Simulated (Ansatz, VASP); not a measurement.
AlAs in VASP and in Ansatz

```
CELL_PARAMETERS angstrom
0.00000 2.83601 2.83601
2.83601 0.00000 2.83601
2.83601 2.83601 0.00000
ATOMIC_POSITIONS crystal
Al 0.00000 0.00000 0.00000
As 0.75000 0.75000 0.75000
```

Alike in both runs: task single point; functional PBEsol; k mesh 10 × 10 × 10; occupations gaussian, width 0.05 eV; no spin polarisation.

```csv
,VASP,Ansatz
version,VASP 6.6.1,Ansatz 0.2.0
potentials or method,"VASP PAW PBE potentials, release 64 (Al, As), cutoff 500 eV","scalar-relativistic, plane waves, PAW"
valence electrons in the cell,8,18
```

|  | VASP | Ansatz | Ansatz less VASP |
| --- | --- | --- | --- |
| gap on the k mesh at the Fermi level (eV) | 1.33 | 1.34 | +0.011 |
| least direct gap on the mesh (eV) | 1.93 | 1.92 | -0.017 |
| pressure (GPa) | 0.4 | 0.1 | -0.27 |

VASP's potentials were made for PBE, not for PBEsol. VASP's potentials hold 8 valence electrons a cell and Ansatz's 18, so a difference there can come from the potentials and not from the codes.
